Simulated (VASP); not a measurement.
Crystal: CdSe2.

```
Cd Se
1.0
     6.22072    0.00000    0.00000
     0.00000    6.22072    0.00000
     0.00000    0.00000    4.07975
Cd Se
2 4
Direct
  0.50000 0.50000 0.50000
  0.00000 0.00000 0.00000
  0.68750 0.68750 0.00000
  0.81250 0.18750 0.50000
  0.31250 0.31250 0.00000
  0.18750 0.81250 0.50000
```

- Program: VASP 6.6.1
- Task: relaxation of cell and atoms
- Functional: r2SCAN
- Dispersion: rVV10
- Potentials or basis: VASP PAW PBE potentials, release 64 (Cd, Se)
- Cutoff: 550 eV
- k mesh: 4 × 4 × 6
- Occupations: fermi-dirac, width 0.03 eV
- Spin: no spin polarisation

At the start: pressure 1.4 GPa; volume 26.31 Å³/atom.

Problem. Where does the relaxation end?

Solution. Over 3 steps the energy falls by 2.8 meV/atom and the volume is 26.94 Å³/atom (+2.4 %); space group P4_2/mnm (No. 136, to 0.1 Å) before and after.

Step by step:
```
step  energy change (eV)  largest force (eV/Å)  pressure (GPa)  volume (Å³)
   1              0.0000                0.0781            1.39       157.88
   2             -0.0142                0.0294           -0.50       163.16
   3             -0.0167                0.0009            0.01       161.62
```

Final structure:
```
Cd Se
1.0
     6.26363    0.00000    0.00000
     0.00000    6.26363    0.00000
     0.00000    0.00000    4.11959
Cd Se
2 4
Direct
  0.50000 0.50000 0.50000
  0.00000 0.00000 0.00000
  0.68781 0.68781 0.00000
  0.81219 0.18781 0.50000
  0.31219 0.31219 0.00000
  0.18781 0.81219 0.50000
```

Caveat: the PAW data sets were made with another functional, which shifts forces and pressure a little.
